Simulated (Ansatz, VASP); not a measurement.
## Hf4Pt: VASP beside Ansatz

```
CELL_PARAMETERS angstrom
4.85147 0.00000 0.00000
-2.42573 4.20149 0.00000
0.00000 0.00000 5.58442
ATOMIC_POSITIONS crystal
Hf 0.33333 0.66667 0.75429
Hf 0.33333 0.66667 0.24571
Hf 0.66667 0.33333 0.24571
Hf 0.66667 0.33333 0.75429
Pt 0.00000 0.00000 0.00000
```

Alike in both runs: functional PBE; k mesh 6 × 6 × 4; occupations gaussian, width 0.1 eV; no spin polarisation.

Ansatz relaxed the structure, and its values are those at the end. VASP's run is a single point on that final structure, the one shown.

|  | VASP | Ansatz |
| --- | --- | --- |
| version | VASP 6.6.1 | Ansatz 0.2.0 |
| potentials or method | VASP PAW PBE potentials, release 64 (Hf_pv, Pt), cutoff 520 eV | scalar-relativistic, plane waves, PAW |
| valence electrons in the cell | 50 | 122 |

```tsv
	VASP	Ansatz	Ansatz less VASP
gap on the k mesh at the Fermi level (eV)	none	none	-
pressure (GPa)	-0.6	0.0	+0.56
rms of the force components (eV/Å)	0.016	0.000	-0.0164
```

A gap of «none» marks a metal or a gap that the smearing closes. The functional is the same, so the differences come from potentials, cutoffs and numerics. VASP's potentials hold 50 valence electrons a cell and Ansatz's 122, so a difference there can come from the potentials and not from the codes.

Spin-orbit coupling is off throughout.
